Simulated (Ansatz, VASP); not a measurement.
## One calculation of Fe, two programs

```
Fe
1.0
     0.00000    1.94174    1.96511
     1.49844    0.00000    1.96511
     1.49844    1.94174    0.00000
Fe
1
Cartesian
  0.0000 0.0000 0.0000
```

Alike in both runs: task relaxation of cell and atoms; functional RPBE; dispersion D4; k mesh 13 × 13 × 13; occupations fermi-dirac, width 0.05 eV; collinear spin.

|  | VASP | Ansatz |
| --- | --- | --- |
| version | VASP 6.6.1 | Ansatz 0.2.0 |
| potentials or method | VASP PAW PBE potentials, release 64 (Fe) | Ansatz PAW |
| plane-wave cutoff (eV) | 600 | 420 |
| valence electrons in the cell | 8 | 16 |

VASP gave:

* gap on the k mesh at the Fermi level, each at its own relaxed structure (eV): none
* net moment per atom (μB): 2.12
* size of the moment on the site where the two differ most (μB): 2.12
* relaxed volume (Å³/atom): 11.09
* relaxed length of the cell vector where the two differ most in proportion (Å): 2.809

Task: Which values does Ansatz return?

Result: gap on the k mesh at the Fermi level, each at its own relaxed structure (eV): none; net moment per atom (μB): 2.11; size of the moment on the site where the two differ most (μB): 2.16; relaxed volume (Å³/atom): 11.11; relaxed length of the cell vector where the two differ most in proportion (Å): 2.811.

VASP's potentials were made for PBE, not for RPBE. Site moments also hang on the region over which each program counts them. A gap of «none» marks a metal or a gap that the smearing closes. VASP's potentials hold 8 valence electrons a cell and Ansatz's 16, so a difference there can come from the potentials and not from the codes.

Noted on Ansatz's run: the plane-wave basis is chosen anew once the cell has moved, so the energies of steps on either side of that aren't comparable.
